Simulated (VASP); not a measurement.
# Hf (P6_3/mmc) in VASP: notebook

Hf is run at these levels: r2SCAN; tasks: single point.

Everything below comes from runs of VASP 6.6.1. Logs are shortened: lines on timing, memory, paths and dates and some standing lists are left out, and cuts for length are marked.

## (1) The cell of the first run

Symmetry: P6_3/mmc, No. 194, hexagonal system. The conventional cell has a = 3.235 Å, b = 3.235 Å, c = 10.341 Å, α = 90.00°, β = 90.00°, γ = 120.00°. Hf (site symmetry -3m) has 12 Hf at 3.19 to 3.23 Å within 4.2 Å. Within 4.2 Å of Hf (site symmetry -6m2) lie 12 Hf at 3.19 to 3.23 Å.

## (2) Single point, r2SCAN (23.43 Å³/atom)

Input file POSCAR:

```
Hf
1.0
    3.2346036481      0.0000000000      0.0000000000
   -1.6173018240      2.8012489304      0.0000000000
    0.0000000000      0.0000000000     10.3411642330
Hf
4
Direct
    0.0000000000      1.0000000000      0.0000000000
    0.0000000000      1.0000000000      0.5000000000
    0.3333333333      0.6666666667      0.2500000000
    0.6666666667      0.3333333333      0.7500000000
```

Input file INCAR.step1:

```
SYSTEM = Hf
PREC = Accurate ; ENCUT = 520
ISMEAR = -1 ; SIGMA = 0.1
LREAL = .FALSE. ; LASPH = .TRUE.
NELM = 60 ; NBANDS = 28
GGA = PE ; ALGO = Normal
EDIFF = 1E-4 ; LWAVE = .TRUE.
LCHARG = .FALSE.
```

Input file INCAR.step2:

```
SYSTEM = Hf
PREC = Accurate ; ENCUT = 520
EDIFF = 1E-6 ; ISMEAR = -1
SIGMA = 0.1 ; LREAL = .FALSE.
LASPH = .TRUE. ; NELM = 60
ALGO = Normal ; ISIF = 2
LWAVE = .FALSE. ; LCHARG = .TRUE.
METAGGA = R2SCAN ; LMIXTAU = .TRUE.
LELF = .TRUE. ; LVHAR = .TRUE.
NBANDS = 28 ; ISTART = 1
```

Input file KPOINTS:

```
Automatic mesh
0
G
  13 13 4
  0 0 0
```

Potentials or basis: VASP PAW PBE potentials, release 64 (Hf_pv).

Command:

```sh
$ cat potpaw_PBE.64/Hf_pv/POTCAR > POTCAR
$ cp INCAR.step1 INCAR
$ mpirun -np 1 vasp_std > vasp.out
$ cp INCAR.step2 INCAR
$ mpirun -np 1 vasp_std > vasp.out
```

OUTCAR:

```text
SYSTEM = Hf
   PREC = Accurate
   ENCUT = 520
   EDIFF = 1E-6
   ISMEAR = -1
   LREAL = .FALSE.
   LASPH = .TRUE.
   NELM = 60
   ISIF = 2
   METAGGA = R2SCAN
   ISTART = 1

 ion  position               nearest neighbor table
   1  0.000  0.000  0.000-   3 3.19   4 3.19   3 3.19   4 3.19   4 3.19   3 3.19
   2  0.000  0.000  0.500-   3 3.19   4 3.19   3 3.19   4 3.19   4 3.19   3 3.19
   3  0.333  0.667  0.250-   1 3.19   2 3.19   1 3.19   2 3.19   1 3.19   2 3.19
   4  0.667  0.333  0.750-   1 3.19   2 3.19   1 3.19   2 3.19   1 3.19   2 3.19

  LATTYP: Found a hexagonal cell.
 ALAT       =     3.2346036481
 C/A-ratio  =     3.1970421597

  Lattice vectors:

 A1 = (   3.2346036481,   0.0000000000,   0.0000000000)
 A2 = (  -1.6173018240,   2.8012489304,   0.0000000000)
 A3 = (   0.0000000000,   0.0000000000,  10.3411642330)

Analysis of symmetry for initial positions (statically):
=====================================================================
 Subroutine PRICEL returns:
 Original cell was already a primitive cell.

 Routine SETGRP: Setting up the symmetry group for a
 hexagonal supercell.

 Subroutine GETGRP returns: Found 24 space group operations
 (whereof 12 operations were pure point group operations)
 out of a pool of 24 trial point group operations.

The static configuration has the point symmetry D_3d.
 The point group associated with its full space group is D_6h.

Analysis of symmetry for dynamics (positions and initial velocities):
=====================================================================
 Subroutine PRICEL returns:
 Original cell was already a primitive cell.

 Routine SETGRP: Setting up the symmetry group for a
 hexagonal supercell.

 Subroutine GETGRP returns: Found 24 space group operations
 (whereof 12 operations were pure point group operations)
 out of a pool of 24 trial point group operations.

The dynamic configuration has the point symmetry D_3d.
 The point group associated with its full space group is D_6h.

 Subroutine INISYM returns: Found 24 space group operations
 (whereof 12 operations are pure point group operations),
 and found     1 'primitive' translations

----------------------------------------------------------------------------------------

                                     Primitive cell

  volume of cell :      93.7006

  direct lattice vectors                    reciprocal lattice vectors
     3.234603648  0.000000000  0.000000000     0.309156889  0.178491813  0.000000000
    -1.617301824  2.801248930  0.000000000     0.000000000  0.356983626  0.000000000
     0.000000000  0.000000000 10.341164233     0.000000000  0.000000000  0.096700911

  length of vectors
     3.234603648  3.234603648 10.341164233     0.356983626  0.356983626  0.096700911

  position of ions in fractional coordinates (direct lattice)
     0.000000000  0.000000000  0.000000000
     0.000000000  0.000000000  0.500000000
     0.333333333  0.666666667  0.250000000
     0.666666667  0.333333333  0.750000000

  ion indices of the primitive-cell ions
   primitive index   ion index
                 1           1
                 2           2
                 3           3
                 4           4

----------------------------------------------------------------------------------------

 KPOINTS: Automatic mesh

Automatic generation of k-mesh.
 Grid dimensions read from file:
 generate k-points for:   13   13    4

 Generating k-lattice:

  Cartesian coordinates                     Fractional coordinates (reciprocal lattice)
     0.023781299  0.013730139  0.000000000     0.076923077  0.000000000  0.000000000
     0.000000000  0.027460279  0.000000000     0.000000000  0.076923077  0.000000000
     0.000000000  0.000000000  0.024175228     0.000000000  0.000000000  0.250000000

  Length of vectors
     0.027460279  0.027460279  0.024175228

  Shift w.r.t. Gamma in fractional coordinates (k-lattice)
     0.000000000  0.000000000  0.000000000

 Subroutine IBZKPT returns following result:
 ===========================================

 Found     63 irreducible k-points:

 Following reciprocal coordinates:
            Coordinates               Weight
  0.000000  0.000000  0.000000      1.000000
  0.076923 -0.000000  0.000000      6.000000
  0.153846  0.000000  0.000000      6.000000
  0.230769 -0.000000  0.000000      6.000000
  0.307692  0.000000  0.000000      6.000000
  0.384615  0.000000  0.000000      6.000000
[... 16 lines left out ...]
  0.076923 -0.000000  0.250000     12.000000
  0.153846  0.000000  0.250000     12.000000
 [... further k-points ...]
   k-points           NKPTS =     63   k-points in BZ     NKDIM =     63   number of bands    NBANDS=     28
   number of dos      NEDOS =    301   number of ions     NIONS =      4
   total plane-waves  NPLWV =  46080
   dimension x,y,z NGX =    24 NGY =   24 NGZ =   80
   dimension x,y,z NGXF=    48 NGYF=   48 NGZF=  160
   ions per type =               4
   NGX,Y,Z   is equivalent  to a cutoff of  12.34, 12.34, 12.86 a.u.
   NGXF,Y,Z  is equivalent  to a cutoff of  24.67, 24.67, 25.72 a.u.
 SYSTEM =  Hf
   PREC   = accura    normal or accurate (medium, high low for compatibility)
   ISTART =      1    job   : 0-new  1-cont  2-samecut
   ICHARG =      0    charge: 1-file 2-atom 10-const
   ISPIN  =      1    spin polarized calculation?
   LNONCOLLINEAR =      F non collinear calculations
   LSORBIT =      F    spin-orbit coupling
   LASPH  =      T    aspherical Exc in radial PAW
   ENCUT  =  520.0 eV  38.22 Ry    6.18 a.u.   6.01  6.01 19.23*2*pi/ulx,y,z
   NELM   =     60;   NELMIN=  2; NELMDL=  0     # of ELM steps
   EDIFF  = 0.1E-05   stopping-criterion for ELM
   LREAL  =      F    real-space projection
   EDIFFG = 0.1E-04   stopping-criterion for IOM
   NSW    =      0    number of steps for IOM
   IBRION =     -1    ionic relax: 0-MD 1-quasi-New 2-CG
   NFREE  =      0    steps in history (QN), initial steepest desc. (CG)
   ISIF   =      2    stress and relaxation
   ISYM   =      2    0-nonsym 1-usesym 2-fastsym
   POTIM  = 0.5000    time-step for ionic-motion
   TEBEG  =    0.0;   TEEND  =   0.0 temperature during run
   PSTRESS=    0.0 pullay stress
   NELECT =      40.0000    total number of electrons
   NUPDOWN=      -1.0000    fix difference up-down
   EMIN   =  10.00;   EMAX   =-10.00  energy-range for DOS
   EFERMI =   0.00;   METHOD = LEGACY
   ISMEAR =    -1;   SIGMA  =   0.10  broadening in eV -4-tet -1-fermi 0-gaus
   EFERMI_NEDOS =   21; number of points for ismear=-14 and -15
   IALGO  =     38    algorithm
   IMIX   =      4    mixing-type and parameters
     AMIX     =   0.40;   BMIX     =  1.00
     AMIX_MAG =   1.60;   BMIX_MAG =  1.00
  volume/ion in A,a.u.               =      23.43       158.08
  Fermi-wavevector in a.u.,A,eV,Ry     =   1.232672  2.329412 20.673774  1.519480
  Thomas-Fermi vector in A             =   2.367433
   LORBIT       =      0    0 simple, 1 ext, 2 COOP (PROOUT), +10 PAW based schemes
   METAGGA = R2SCAN    functional components
   LHFCALC =     F    Hartree Fock is set to
   AEXX    =    0.0000 exact exchange contribution
   IVDW    =     0    specifies the selected vdW correction
   LEPSILON=     F    determine dielectric tensor
   LRPA    =     F    only Hartree local field effects (RPA)
 non-spin polarized calculation
  energy-cutoff  :      520.00
  volume of cell :       93.70
 maximum number of plane-waves:      2568
   NGX = 13   NGY = 13   NGZ = 39

 number of electron      40.0000008 magnetization

 Free energy of the ion-electron system (eV)
  ---------------------------------------------------
  ext. energy  EPLUGINS =         0.00000000
  ---------------------------------------------------
  free energy    TOTEN  =      -180.39315214 eV

  energy without entropy =     -180.24527136  energy(sigma->0) =     -180.31921175

 E-fermi :   4.3992     XC(G=0): -11.9367

 val. band max:        4.3881353374   @ k =   0.1538   0.1538   0.0000
 cond. band min:       4.4238312082   @ k =   0.0769  -0.0000   0.0000
 fundamental gap:      0.0356958709
 Fermi energy:         4.3992094403

 k-point     1 :       0.0000    0.0000    0.0000
  band No.  band energies     occupation
      1     -27.7528      2.00000
      2     -27.4028      2.00000
      3     -27.3741      2.00000
      4     -27.1187      2.00000
      5     -27.1187      2.00000
      6     -27.0830      2.00000
[... 20 lines left out ...]
     27       6.3912      0.00000
     28       6.3912      0.00000

 k-point     2 :       0.0769   -0.0000    0.0000
  band No.  band energies     occupation
      1     -27.7392      2.00000
      2     -27.4080      2.00000
      3     -27.3788      2.00000
      4     -27.1480      2.00000
      5     -27.1282      2.00000
      6     -27.1040      2.00000
[... 20 lines left out ...]
     27       6.4324      0.00000
     28       6.5417      0.00000

 k-point     3 :       0.1538    0.0000    0.0000
  band No.  band energies     occupation
      1     -27.7002      2.00000
      2     -27.4310      2.00000
      3     -27.3992      2.00000
      4     -27.2263      2.00000
      5     -27.1611      2.00000
      6     -27.1541      2.00000
[... 20 lines left out ...]
     27       6.8094      0.00000
     28       7.0001      0.00000

 k-point     4 :       0.2308   -0.0000    0.0000
  band No.  band energies     occupation
      1     -27.6420      2.00000
      2     -27.4894      2.00000
      3     -27.4477      2.00000
      4     -27.3324      2.00000
      5     -27.2600      2.00000
      6     -27.1894      2.00000
[... 578 lines left out ...]
     27       6.2766      0.00000
     28       6.2766      0.00000

 k-point    23 :       0.0769   -0.0000    0.2500
  band No.  band energies     occupation
      1     -27.7136      2.00000
      2     -27.5286      2.00000
      3     -27.2556      2.00000
      4     -27.1437      2.00000
      5     -27.1243      2.00000
      6     -27.1146      2.00000
[... 20 lines left out ...]
     27       6.2697      0.00000
     28       6.4004      0.00000

 k-point    24 :       0.1538    0.0000    0.2500
  band No.  band energies     occupation
      1     -27.6789      2.00000
      2     -27.5260      2.00000
      3     -27.3055      2.00000
      4     -27.2186      2.00000
      5     -27.1812      2.00000
      6     -27.1497      2.00000
[... 20 lines left out ...]
     27       6.6176      0.00000
     28       6.7364      0.00000

 [... further k-points ...]

------------------------ aborting loop because EDIFF is reached ----------------------------------------

  FORCE on cell =-STRESS in cart. coord.  units (eV):
  Direction    XX          YY          ZZ          XY          YZ          ZX
  --------------------------------------------------------------------------------------
  -------------------------------------------------------------------------------------
  Total       -2.7541949     -2.7541949     -2.6521989     -0.0000000      0.0000000      0.0000000
  in kB      -47.0937242    -47.0937242    -45.3497050     -0.0000000      0.0000000      0.0000000
  external PRESSURE =     -46.5123844 kB  Pullay stress =       0.0000000 kB

 VOLUME and BASIS-vectors are now :
 -----------------------------------------------------------------------------
  energy-cutoff  :      520.00
  volume of cell :       93.70
      direct lattice vectors                 reciprocal lattice vectors
     3.234603648  0.000000000  0.000000000     0.309156889  0.178491813  0.000000000
    -1.617301824  2.801248930  0.000000000     0.000000000  0.356983626  0.000000000
     0.000000000  0.000000000 10.341164233     0.000000000  0.000000000  0.096700911

 POSITION                                       TOTAL-FORCE (eV/Angst)
 -----------------------------------------------------------------------------------
      0.00000      0.00000      0.00000        -0.000000     -0.000000      0.000000
      0.00000      0.00000      5.17058        -0.000000     -0.000000      0.000000
     -0.00000      1.86750      2.58529         0.000000      0.000000     -0.000000
      1.61730      0.93375      7.75587         0.000000      0.000000      0.000000
 -----------------------------------------------------------------------------------
    total drift:                               -0.000000      0.000000     -0.000000

  FREE ENERGIE OF THE ION-ELECTRON SYSTEM (eV)
  ---------------------------------------------------
  free  energy   TOTEN  =      -180.3931521355 eV

  energy  without entropy=     -180.2452713586  energy(sigma->0) =     -180.31921175
```

Wall time 5.6 min (1 thread of Intel Xeon Platinum 8375C at 2.90GHz (Ice Lake), shared host); peak memory 0.29 GiB.

What came out:

```yaml
Free_energy: -180.3932 eV
Pressure: -4.7 GPa
Band_gap_on_the_k_mesh: zero (bands 20 and 21 overlap by 1.81 eV)
```

Stress tensor (GPa, compression positive):
```
-4.71  0.00  0.00
 0.00 -4.71  0.00
 0.00  0.00 -4.53
```

Caveat: the cell stands under tension; the PAW data sets were made with another functional, which shifts forces and pressure a little; spin-orbit coupling is left out, which moves the levels of the heavy elements.

## (3) Single point, r2SCAN (24.33 Å³/atom)

This run uses another cell than the first one, of 24.33 Å³/atom.

Input file POSCAR:

```
Hf
1.0
    3.2755523451      0.0000000000      0.0000000000
   -1.6377761725      2.8367115423      0.0000000000
    0.0000000000      0.0000000000     10.4720789438
Hf
4
Direct
    0.0000000000      1.0000000000      0.0000000000
    0.0000000000      1.0000000000      0.5000000000
    0.3333333333      0.6666666667      0.2500000000
    0.6666666667      0.3333333333      0.7500000000
```

Input file INCAR.step1:

```
SYSTEM = Hf
PREC     = Accurate       ! precision mode
ENCUT    = 520            ! plane-wave cutoff, eV
ISMEAR   = -1             ! smearing method
SIGMA    = 0.1            ! smearing width, eV
LREAL    = .False.        ! projectors in reciprocal space
LASPH    = .True.         ! aspherical terms in the spheres
NELM     = 60             ! most SCF steps
NBANDS   = 28             ! bands
GGA      = PE             ! functional
ALGO     = Normal         ! electronic algorithm
EDIFF    = 1E-4           ! SCF threshold, eV
LWAVE    = .True.         ! write WAVECAR
LCHARG   = .False.        ! write CHGCAR
```

Input file INCAR.step2:

```
SYSTEM = Hf
PREC     = Accurate       ! precision mode
ENCUT    = 520            ! plane-wave cutoff, eV
EDIFF    = 1E-7           ! SCF threshold, eV
ISMEAR   = -1             ! smearing method
SIGMA    = 0.1            ! smearing width, eV
LREAL    = .False.        ! projectors in reciprocal space
LASPH    = .True.         ! aspherical terms in the spheres
NELM     = 60             ! most SCF steps
ALGO     = Normal         ! electronic algorithm
ISIF     = 2              ! what is computed and relaxed
LWAVE    = .False.        ! write WAVECAR
LCHARG   = .True.         ! write CHGCAR
METAGGA  = R2SCAN         ! meta-GGA
LMIXTAU  = .True.       
LELF     = .True.         ! ELF
LVHAR    = .True.       
NBANDS   = 28             ! bands
ISTART   = 1
```

Input file KPOINTS:

```
Automatic mesh
0
Gamma
  13 13 4
  0 0 0
```

Potentials or basis: VASP PAW PBE potentials, release 64 (Hf_pv).

Command:

```sh
$ cat potpaw_PBE.64/Hf_pv/POTCAR > POTCAR
$ cp INCAR.step1 INCAR
$ mpirun -np 1 vasp_std > vasp.out
$ cp INCAR.step2 INCAR
$ mpirun -np 1 vasp_std > vasp.out
```

Wall time 6.4 min (1 thread of Intel Xeon Platinum 8375C at 2.90GHz (Ice Lake), shared host); peak memory 0.29 GiB.

Results (log left out):

* Free energy: -180.2493 eV
* Pressure: -8.1 GPa
* Band gap on the k mesh: zero (bands 20 and 21 overlap by 1.77 eV)

Stress tensor (GPa, compression positive):
```
-8.18  0.00  0.00
 0.00 -8.18  0.00
 0.00  0.00 -7.82
```

Levels at points of the mesh, in eV from the Fermi level:
```
           k point  band 18  band 19  band 20  band 21  band 22  band 23
(0.00, 0.00, 0.00)     0.18     0.25     1.21     1.21     1.31     1.31
(0.00, 0.00, 0.50)    -0.11     1.11     1.11     1.39     1.39     1.39
```

Caveat: the cell stands under tension; the PAW data sets were made with another functional, which shifts forces and pressure a little; spin-orbit coupling is left out, which moves the levels of the heavy elements.

## (4) Single point, r2SCAN (25.23 Å³/atom)

This run uses another cell than the first one, of 25.23 Å³/atom.

Input file POSCAR:

```
Hf
1.0
    3.3155020426      0.0000000000      0.0000000000
   -1.6577510213      2.8713089952      0.0000000000
    0.0000000000      0.0000000000     10.5997998111
Hf
4
Direct
    0.0000000000      1.0000000000      0.0000000000
    0.0000000000      1.0000000000      0.5000000000
    0.3333333333      0.6666666667      0.2500000000
    0.6666666667      0.3333333333      0.7500000000
```

Input file INCAR.step1:

```
  PREC = Accurate
  ENCUT = 520
  ISMEAR = -1
  SIGMA = 0.1
  LREAL = F
  LASPH = T
  NELM = 100
  NBANDS = 28
  GGA = PE
  ALGO = Normal
  EDIFF = 1E-4
  LWAVE = T
  LCHARG = F
```

Input file INCAR.step2:

```
  PREC = Accurate
  ENCUT = 520
  EDIFF = 1E-7
  ISMEAR = -1
  SIGMA = 0.1
  LREAL = F
  LASPH = T
  NELM = 100
  ALGO = Normal
  ISIF = 2
  LWAVE = F
  LCHARG = T
  METAGGA = R2SCAN
  LMIXTAU = T
  LELF = T
  LVHAR = T
  NBANDS = 28
  ISTART = 1
```

Input file KPOINTS:

```
regular mesh
0
Gamma
  13 13 4
```

Command:

```sh
$ cat potpaw_PBE.64/Hf_pv/POTCAR > POTCAR
$ cp INCAR.step1 INCAR
$ mpirun -np 1 vasp_std > vasp.out
$ cp INCAR.step2 INCAR
$ mpirun -np 1 vasp_std > vasp.out
```

Wall time 11 min (1 thread of Intel Xeon Platinum 8375C at 2.90GHz (Ice Lake), shared host); peak memory 0.33 GiB.

The run converged. Its results:

```yaml
Free_energy: -180.0350 eV
Pressure: -10.9 GPa
Band_gap_on_the_k_mesh: zero (bands 20 and 21 overlap by 1.73 eV)
```

Stress tensor (GPa, compression positive):
```
-11.08   0.00   0.00
  0.00 -11.08   0.00
  0.00   0.00 -10.61
```

Levels at points of the mesh, in eV from the Fermi level:
```tsv
k point	band 17	band 18	band 19	band 20	band 21	band 22	band 23	band 24
(0.00, 0.00, 0.00)	0.08	0.18	0.25	1.20	1.20	1.28	1.28	1.57
(0.00, 0.00, 0.50)	-0.15	-0.15	1.09	1.09	1.36	1.36	1.36	1.36
```

Caveat: the cell stands under tension; the PAW data sets were made with another functional, which shifts forces and pressure a little; spin-orbit coupling is left out, which moves the levels of the heavy elements.

## (5) The runs side by side

| cell | gap on the mesh (eV) | pressure (GPa) |
| --- | --- | --- |
| a = 3.235, b = 3.235, c = 10.341 Å, angles 90.0, 90.0, 120.0°, 4 atoms | none | -4.7 |
| a = 3.276, b = 3.276, c = 10.472 Å, angles 90.0, 90.0, 120.0°, 4 atoms | none | -8.1 |
| a = 3.316, b = 3.316, c = 10.600 Å, angles 90.0, 90.0, 120.0°, 4 atoms | none | -10.9 |

Alike in all rows: task single point; level r2SCAN; potentials or basis VASP PAW PBE potentials, release 64 (Hf_pv); no spin polarisation; k mesh 13 × 13 × 4; cutoff (eV) 520; smearing fermi-dirac 0.1 eV.

Caveats: the cell stands under tension; the PAW data sets were made with another functional, which shifts forces and pressure a little; spin-orbit coupling is left out, which moves the levels of the heavy elements.

Absolute energies hang on the potentials; compare differences alone.

The gap in the log of VASP goes by the Fermi energy; the results here count the filled bands.